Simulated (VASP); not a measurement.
# WS2 in VASP: notebook

WS2 is run at these levels: PBE+D3(BJ); tasks: single point.

All numbers are computed with VASP 6.6.1; they aren't measurements. Logs are shortened: lines on timing, memory, paths and dates and some standing lists are left out, and cuts for length are marked.

### Step 1. The cell of the first run

The cell holds a slab with vacuum, 6 atoms: a = 3.160 Å, b = 3.160 Å, c = 23.804 Å, α = 90.00°, β = 90.00°, γ = 120.00°.

### Step 2. Single point, PBE+D3(BJ) (layers slid over each other)

The input, INCAR:

```
SYSTEM = WS2
  PREC = Accurate
  ENCUT = 520
  EDIFF = 1E-6
  ISMEAR = 0
  SIGMA = 0.05
  LREAL = .False.
  LASPH = .True.
  NELM = 60
  ALGO = Normal
  ISIF = 2
  LWAVE = .False.
  LCHARG = .True.
  LDIPOL = .True.
  IDIPOL = 3
  DIPOL = 0.5 0.5 0.401
  GGA = PE
  IVDW = 12
  LELF = .True.
  LVHAR = .True.
  LVACPOTAV = .True.
  NBANDS = 35
```

The input, KPOINTS:

```
Automatic mesh
0
Gamma
  9 9 1
  0 0 0
```

The input, POSCAR:

```
WS2
1.0
    3.1595457497      0.0000000000      0.0000000000
   -1.5797728749      2.7362468836      0.0000000000
    0.0000000000      0.0000000000     23.8042575719
S W
4 2
Direct
    0.3333333333      0.6666666667      0.1890418126
    0.3333333333      0.6666666667      0.3214605103
    0.3333333333      1.0000000000      0.4806757258
    0.3333333333      1.0000000000      0.6130944235
    0.6666666667      0.3333333333      0.2552511581
    0.0000000000      1.3333333333      0.5468850713
```

Potentials or basis: VASP PAW PBE potentials, release 64 (S, W_sv).

Run with:

```bash
$ cat potpaw_PBE.64/S/POTCAR potpaw_PBE.64/W_sv/POTCAR > POTCAR
$ mpirun -np 1 vasp_std > vasp.out
```

OUTCAR:

```text
SYSTEM = WS2
   PREC = Accurate
   ENCUT = 520
   EDIFF = 1E-6
   ISMEAR = 0
   LREAL = .False.
   LASPH = .True.
   NELM = 60
   ISIF = 2
   GGA = PE
   IVDW = 12
 IVDW          = 12

 ion  position               nearest neighbor table
   1  0.333  0.667  0.189-   5 2.41   5 2.41   5 2.41
   2  0.333  0.667  0.321-   5 2.41   5 2.41   5 2.41
   3  0.333  0.000  0.481-   6 2.41   6 2.41   6 2.41
   4  0.333  0.000  0.613-   6 2.41   6 2.41   6 2.41
   5  0.667  0.333  0.255-   1 2.41   1 2.41   1 2.41   2 2.41   2 2.41   2 2.41
   6  0.000  0.333  0.547-   3 2.41   3 2.41   3 2.41   4 2.41   4 2.41   4 2.41

  LATTYP: Found a hexagonal cell.
 ALAT       =     3.1595457497
 C/A-ratio  =     7.5340759266

  Lattice vectors:

 A1 = (   3.1595457497,   0.0000000000,   0.0000000000)
 A2 = (  -1.5797728749,   2.7362468836,   0.0000000000)
 A3 = (   0.0000000000,   0.0000000000,  23.8042575719)

Analysis of symmetry for initial positions (statically):
=====================================================================
 Subroutine PRICEL returns:
 Original cell was already a primitive cell.

 Routine SETGRP: Setting up the symmetry group for a
 hexagonal supercell.

 Subroutine GETGRP returns: Found  2 space group operations
 (whereof  1 operations were pure point group operations)
 out of a pool of 24 trial point group operations.

The static configuration has the point symmetry C_1 .
 The point group associated with its full space group is S_2 .

Analysis of symmetry for dynamics (positions and initial velocities):
=====================================================================
 Subroutine PRICEL returns:
 Original cell was already a primitive cell.

 Routine SETGRP: Setting up the symmetry group for a
 hexagonal supercell.

 Subroutine GETGRP returns: Found  2 space group operations
 (whereof  1 operations were pure point group operations)
 out of a pool of 24 trial point group operations.

The dynamic configuration has the point symmetry C_1 .
 The point group associated with its full space group is S_2 .

 Subroutine INISYM returns: Found  2 space group operations
 (whereof  1 operations are pure point group operations),
 and found     1 'primitive' translations

----------------------------------------------------------------------------------------

                                     Primitive cell

  volume of cell :     205.7949

  direct lattice vectors                    reciprocal lattice vectors
     3.159545750  0.000000000  0.000000000     0.316501193  0.182732049  0.000000000
    -1.579772875  2.736246884  0.000000000     0.000000000  0.365464098  0.000000000
     0.000000000  0.000000000 23.804257572     0.000000000  0.000000000  0.042009292

  length of vectors
     3.159545750  3.159545750 23.804257572     0.365464098  0.365464098  0.042009292

  position of ions in fractional coordinates (direct lattice)
     0.333333333  0.666666667  0.189041813
     0.333333333  0.666666667  0.321460510
     0.333333333  0.000000000  0.480675726
     0.333333333  0.000000000  0.613094424
     0.666666667  0.333333333  0.255251158
     0.000000000  0.333333333  0.546885071

  ion indices of the primitive-cell ions
   primitive index   ion index
                 1           1
                 2           2
                 3           3
                 4           4
                 5           5
                 6           6

----------------------------------------------------------------------------------------

 KPOINTS: Automatic mesh

Automatic generation of k-mesh.
 Grid dimensions read from file:
 generate k-points for:    9    9    1

 Generating k-lattice:

  Cartesian coordinates                     Fractional coordinates (reciprocal lattice)
     0.035166799  0.020303561  0.000000000     0.111111111 -0.000000000  0.000000000
     0.000000000  0.040607122  0.000000000     0.000000000  0.111111111  0.000000000
     0.000000000  0.000000000  0.042009292     0.000000000  0.000000000  1.000000000

  Length of vectors
     0.040607122  0.040607122  0.042009292

  Shift w.r.t. Gamma in fractional coordinates (k-lattice)
     0.000000000  0.000000000  0.000000000

 Subroutine IBZKPT returns following result:
 ===========================================

 Found     41 irreducible k-points:

 Following reciprocal coordinates:
            Coordinates               Weight
  0.000000  0.000000  0.000000      1.000000
  0.111111 -0.000000  0.000000      2.000000
  0.000000  0.111111  0.000000      2.000000
 -0.111111  0.111111  0.000000      2.000000
  0.222222  0.000000  0.000000      2.000000
  0.000000  0.222222  0.000000      2.000000
[... 16 lines left out ...]
  0.333333  0.111111  0.000000      2.000000
 -0.111111  0.444444  0.000000      2.000000
 [... further k-points ...]
   k-points           NKPTS =     41   k-points in BZ     NKDIM =     41   number of bands    NBANDS=     35
   number of dos      NEDOS =    301   number of ions     NIONS =      6
   total plane-waves  NPLWV = 103680
   dimension x,y,z NGX =    24 NGY =   24 NGZ =  180
   dimension x,y,z NGXF=    48 NGYF=   48 NGZF=  360
   ions per type =               4   2
   NGX,Y,Z   is equivalent  to a cutoff of  12.63, 12.63, 12.57 a.u.
   NGXF,Y,Z  is equivalent  to a cutoff of  25.26, 25.26, 25.14 a.u.
 SYSTEM =  WS2
   PREC   = accura    normal or accurate (medium, high low for compatibility)
   ISTART =      0    job   : 0-new  1-cont  2-samecut
   ICHARG =      2    charge: 1-file 2-atom 10-const
   ISPIN  =      1    spin polarized calculation?
   LNONCOLLINEAR =      F non collinear calculations
   LSORBIT =      F    spin-orbit coupling
   LASPH  =      T    aspherical Exc in radial PAW
   ENCUT  =  520.0 eV  38.22 Ry    6.18 a.u.   5.87  5.87 44.26*2*pi/ulx,y,z
   NELM   =     60;   NELMIN=  2; NELMDL= -5     # of ELM steps
   EDIFF  = 0.1E-05   stopping-criterion for ELM
   LREAL  =      F    real-space projection
   EDIFFG = 0.1E-04   stopping-criterion for IOM
   NSW    =      0    number of steps for IOM
   IBRION =     -1    ionic relax: 0-MD 1-quasi-New 2-CG
   NFREE  =      0    steps in history (QN), initial steepest desc. (CG)
   ISIF   =      2    stress and relaxation
   ISYM   =      2    0-nonsym 1-usesym 2-fastsym
   POTIM  = 0.5000    time-step for ionic-motion
   TEBEG  =    0.0;   TEEND  =   0.0 temperature during run
   PSTRESS=    0.0 pullay stress
   NELECT =      52.0000    total number of electrons
   NUPDOWN=      -1.0000    fix difference up-down
   EMIN   =  10.00;   EMAX   =-10.00  energy-range for DOS
   EFERMI =   0.00;   METHOD = LEGACY
   ISMEAR =     0;   SIGMA  =   0.05  broadening in eV -4-tet -1-fermi 0-gaus
   EFERMI_NEDOS =   21; number of points for ismear=-14 and -15
   IALGO  =     38    algorithm
   IMIX   =      4    mixing-type and parameters
     AMIX     =   0.40;   BMIX     =  1.00
     AMIX_MAG =   1.60;   BMIX_MAG =  1.00
  volume/ion in A,a.u.               =      34.30       231.46
  Fermi-wavevector in a.u.,A,eV,Ry     =   1.034978  1.955825 14.574279  1.071179
  Thomas-Fermi vector in A             =   2.169299
   LORBIT       =      0    0 simple, 1 ext, 2 COOP (PROOUT), +10 PAW based schemes
   GGA     = PE    functional components
   LHFCALC =     F    Hartree Fock is set to
   AEXX    =    0.0000 exact exchange contribution
   IVDW    =    12    specifies the selected vdW correction
   LEPSILON=     F    determine dielectric tensor
   LRPA    =     F    only Hartree local field effects (RPA)
 non-spin polarized calculation
 Gauss-broadening in eV      SIGMA  =   0.05
  energy-cutoff  :      520.00
  volume of cell :      205.79
 maximum number of plane-waves:      5566
   NGX = 11   NGY = 11   NGZ = 89

 dipolmoment           0.000000      0.000000      0.000049 electrons x Angstroem

 number of electron      51.9999994 magnetization

 dipolmoment           0.000000      0.000000     -0.000005 electrons x Angstroem

 Free energy of the ion-electron system (eV)
  ---------------------------------------------------
  ext. energy  EPLUGINS =         0.00000000
  ---------------------------------------------------
  free energy    TOTEN  =       -47.32999178 eV

  energy without entropy =      -47.32999178  energy(sigma->0) =      -47.32999178

 E-fermi :   1.1324     XC(G=0):  -6.2051

 val. band max:        0.8850785308   @ k =   0.0000   0.0000   0.0000
 cond. band min:       2.7360952555   @ k =   0.3333   0.3333   0.0000
 fundamental gap:      1.8510167246
 Fermi energy:         1.1323664795

 k-point     1 :       0.0000    0.0000    0.0000
  band No.  band energies     occupation
      1     -73.1943      2.00000
      2     -73.1943      2.00000
      3     -37.4461      2.00000
      4     -37.4460      2.00000
      5     -37.2717      2.00000
      6     -37.2717      2.00000
[... 27 lines left out ...]
     34       3.8858      0.00000
     35       5.8476      0.00000

 k-point     2 :       0.1111   -0.0000    0.0000
  band No.  band energies     occupation
      1     -73.1921      2.00000
      2     -73.1921      2.00000
      3     -37.4384      2.00000
      4     -37.4383      2.00000
      5     -37.3144      2.00000
      6     -37.3144      2.00000
[... 27 lines left out ...]
     34       4.1165      0.00000
     35       6.2116      0.00000

 k-point     3 :       0.0000    0.1111    0.0000
  band No.  band energies     occupation
      1     -73.1921      2.00000
      2     -73.1921      2.00000
      3     -37.4384      2.00000
      4     -37.4383      2.00000
      5     -37.3145      2.00000
      6     -37.3144      2.00000
[... 27 lines left out ...]
     34       4.1157      0.00000
     35       6.2119      0.00000

 k-point     4 :      -0.1111    0.1111    0.0000
  band No.  band energies     occupation
      1     -73.1921      2.00000
      2     -73.1921      2.00000
      3     -37.4384      2.00000
      4     -37.4383      2.00000
      5     -37.3144      2.00000
      6     -37.3144      2.00000
[... 27 lines left out ...]
     34       4.1136      0.00000
     35       6.2120      0.00000

 k-point     5 :       0.2222    0.0000    0.0000
  band No.  band energies     occupation
      1     -73.1866      2.00000
      2     -73.1866      2.00000
      3     -37.4213      2.00000
      4     -37.4213      2.00000
      5     -37.4188      2.00000
      6     -37.4188      2.00000
[... 638 lines left out ...]
 k-point    22 :       0.3333   -0.1111    0.0000
  band No.  band energies     occupation
      1     -73.1824      2.00000
      2     -73.1824      2.00000
      3     -37.4897      2.00000
      4     -37.4896      2.00000
      5     -37.4038      2.00000
      6     -37.4038      2.00000
[... 27 lines left out ...]
     34       5.4111      0.00000
     35       7.5847      0.00000

 k-point    23 :       0.3333    0.1111    0.0000
  band No.  band energies     occupation
      1     -73.1773      2.00000
      2     -73.1772      2.00000
      3     -37.5793      2.00000
      4     -37.5793      2.00000
      5     -37.3853      2.00000
      6     -37.3853      2.00000
[... 27 lines left out ...]
     34       5.5374      0.00000
     35       7.0708      0.00000

 k-point    24 :      -0.1111    0.4444    0.0000
  band No.  band energies     occupation
      1     -73.1773      2.00000
      2     -73.1772      2.00000
      3     -37.5793      2.00000
      4     -37.5793      2.00000
      5     -37.3853      2.00000
      6     -37.3853      2.00000
[... 27 lines left out ...]
     34       5.5673      0.00000
     35       7.1358      0.00000

 [... further k-points ...]

------------------------ aborting loop because EDIFF is reached ----------------------------------------

 Edisp (eV)   -2.06021

 E8    (eV) :    -0.8957

  FORCE on cell =-STRESS in cart. coord.  units (eV):
  Direction    XX          YY          ZZ          XY          YZ          ZX
  --------------------------------------------------------------------------------------
  -------------------------------------------------------------------------------------
  Total      -0.19743    -0.19948    -0.62494    -0.00956     0.04508    -0.01389
  in kB      -1.53707    -1.55303    -4.86535    -0.07439     0.35095    -0.10814
  external pressure =       -2.65 kB  Pullay stress =        0.00 kB

 VOLUME and BASIS-vectors are now :
 -----------------------------------------------------------------------------
  energy-cutoff  :      520.00
  volume of cell :      205.79
      direct lattice vectors                 reciprocal lattice vectors
     3.159545750  0.000000000  0.000000000     0.316501193  0.182732049  0.000000000
    -1.579772875  2.736246884  0.000000000     0.000000000  0.365464098  0.000000000
     0.000000000  0.000000000 23.804257572     0.000000000  0.000000000  0.042009292

 POSITION                                       TOTAL-FORCE (eV/Angst)
 -----------------------------------------------------------------------------------
     -0.00000      1.82416      4.50000         0.000252      0.000395      0.003392
     -0.00000      1.82416      7.65213         0.002147     -0.006220      0.062847
      1.05318      0.00000     11.44213        -0.002147      0.006220     -0.062847
      1.05318      0.00000     14.59426        -0.000252     -0.000395     -0.003392
      1.57977      0.91208      6.07606         0.000532     -0.003639      0.038937
     -0.52659      0.91208     13.01819        -0.000532      0.003639     -0.038937
 -----------------------------------------------------------------------------------
    total drift:                                0.000000     -0.000000     -0.000508

  FREE ENERGIE OF THE ION-ELECTRON SYSTEM (eV)
  ---------------------------------------------------
  free  energy   TOTEN  =       -49.3902032173 eV

  energy  without entropy=      -49.3902032173  energy(sigma->0) =      -49.39020322

 vacuum level on the upper side and lower side of the slab         6.468         6.468
```

Run time: 12 min. Hardware: 1 thread of Intel Xeon 8259CL, shared host; peak memory 0.45 GiB.

Results:

* Free energy: -49.3902 eV
* Largest force: 0.063 eV/Å
* Band gap on the k mesh: 1.85 eV (least direct gap 1.92 eV)
* Dispersion energy per atom: -0.343 eV

Forces on the atoms (eV/Å):
```
S    0.000  0.000  0.003
S    0.002 -0.006  0.063
S   -0.002  0.006 -0.063
S    0.000  0.000 -0.003
W    0.001 -0.004  0.039
W   -0.001  0.004 -0.039
```

Caveat: the cell differs from its parent crystal (layers slid over each other); spin-orbit coupling is left out, which moves the levels of the heavy elements.

### Step 3. Single point, PBE+D3(BJ) (layers slid over each other)

The input, INCAR:

```
PREC = Accurate
ENCUT = 520
EDIFF = 1E-6
ISMEAR = 0
SIGMA = 0.05
LREAL = False
LASPH = True
NELM = 80
ALGO = Normal
ISIF = 2
LWAVE = False
LCHARG = True
LDIPOL = True
IDIPOL = 3
DIPOL = 0.5 0.5 0.401
GGA = PE
IVDW = 12
LELF = True
LVHAR = True
LVACPOTAV = True
NBANDS = 35
```

The input, KPOINTS:

```
regular mesh
0
Gamma
  9 9 1
```

The input, POSCAR:

```
WS2
1.0
    3.1595457497      0.0000000000      0.0000000000
   -1.5797728749      2.7362468836      0.0000000000
    0.0000000000      0.0000000000     23.8042575719
S W
4 2
Direct
    0.3333333333      0.6666666667      0.1890418126
    0.3333333333      0.6666666667      0.3214605103
    0.3333333333      0.8333333333      0.4806757258
    0.3333333333      0.8333333333      0.6130944235
    0.6666666667      0.3333333333      0.2552511581
    0.0000000000      1.1666666667      0.5468850713
```

Potentials or basis: VASP PAW PBE potentials, release 64 (S, W_sv).

Run with:

```bash
$ cat potpaw_PBE.64/S/POTCAR potpaw_PBE.64/W_sv/POTCAR > POTCAR
$ mpirun -np 1 vasp_std > vasp.out
```

Run time: 11 min. Hardware: 1 thread of Intel Xeon 8259CL, shared host; peak memory 0.45 GiB.

The run converged. Its results:

```
Free energy                : -49.3846 eV
Largest force              : 0.047 eV/Å
Band gap on the k mesh     : 1.84 eV (least direct gap 1.92 eV)
Dispersion energy per atom : -0.343 eV
```

Forces in eV/Å, atoms in the order of the input:
```
S    0.000  0.000  0.003
S    0.003 -0.006  0.047
S   -0.003  0.006 -0.047
S    0.000  0.000 -0.003
W    0.001 -0.003  0.035
W   -0.001  0.003 -0.035
```

Levels at points of the mesh, in eV from the valence-band top:
| k point | band 24 | band 25 | band 26 | band 27 | band 28 | band 29 |
| --- | --- | --- | --- | --- | --- | --- |
| (0.00, 0.00, 0.00) | -1.65 | -0.37 | 0.00 | 2.84 | 2.85 | 2.86 |

Caveat: the cell differs from its parent crystal (layers slid over each other); spin-orbit coupling is left out, which moves the levels of the heavy elements.

### Step 4. Single point, PBE+D3(BJ) (layers slid over each other)

The input, INCAR:

```
SYSTEM = WS2
  PREC = Accurate
  ENCUT = 520
  EDIFF = 1E-6
  ISMEAR = 0
  SIGMA = 0.05
  LREAL = .FALSE.
  LASPH = .TRUE.
  NELM = 100
  ALGO = Normal
  ISIF = 2
  LWAVE = .FALSE.
  LCHARG = .FALSE.
  LDIPOL = .TRUE.
  IDIPOL = 3
  DIPOL = 0.5 0.5 0.401
  GGA = PE
  IVDW = 12
  NBANDS = 35
```

The input, KPOINTS:

```
Automatic mesh
0
G
  9 9 1
  0 0 0
```

The input, POSCAR:

```
WS2
1.0
    3.1595457497      0.0000000000      0.0000000000
   -1.5797728749      2.7362468836      0.0000000000
    0.0000000000      0.0000000000     23.8042575719
S W
4 2
Direct
    0.3333333333      0.6666666667      0.1890418126
    0.3333333333      0.6666666667      0.3214605103
    0.5000000000      1.3333333333      0.4806757258
    0.5000000000      1.3333333333      0.6130944235
    0.6666666667      0.3333333333      0.2552511581
    0.1666666667      1.6666666667      0.5468850713
```

Run with:

```bash
$ cat potpaw_PBE.64/S/POTCAR potpaw_PBE.64/W_sv/POTCAR > POTCAR
$ mpirun -np 1 vasp_std > vasp.out
```

Wall time 10 min (1 thread of Intel Xeon 8259CL, shared host); peak memory 0.45 GiB.

Results (log left out):

* Free energy: -49.3941 eV
* Largest force: 0.074 eV/Å
* Band gap on the k mesh: 1.86 eV (least direct gap 1.91 eV)
* Dispersion energy per atom: -0.343 eV

Forces in eV/Å, atoms in the order of the input:
```
S    0.000  0.000  0.004
S   -0.004  0.002  0.074
S    0.004 -0.002 -0.074
S    0.000  0.000 -0.004
W   -0.003  0.001  0.040
W    0.003 -0.001 -0.040
```

Levels at points of the mesh, in eV from the valence-band top:
| k point | band 23 | band 24 | band 25 | band 26 | band 27 | band 28 | band 29 | band 30 |
| --- | --- | --- | --- | --- | --- | --- | --- | --- |
| (0.00, 0.00, 0.00) | -1.63 | -1.63 | -0.34 | 0.00 | 2.86 | 2.86 | 2.87 | 2.87 |

Caveat: the cell differs from its parent crystal (layers slid over each other); spin-orbit coupling is left out, which moves the levels of the heavy elements.

### Step 5. Summary

| cell | gap on the mesh (eV) | largest force (eV/Å) |
| --- | --- | --- |
| as given, atomic positions A | 1.85 | 0.06 |
| as given, atomic positions B | 1.84 | 0.05 |
| as given, atomic positions C | 1.86 | 0.07 |

Alike in all rows: task single point; level PBE+D3(BJ); potentials or basis VASP PAW PBE potentials, release 64 (S, W_sv); no spin polarisation; k mesh 9 × 9 × 1; cutoff (eV) 520; smearing gaussian 0.05 eV.

Caveats: spin-orbit coupling is left out, which moves the levels of the heavy elements.

Total energies depend on the potentials used, so only differences within one code and one set of settings carry meaning.
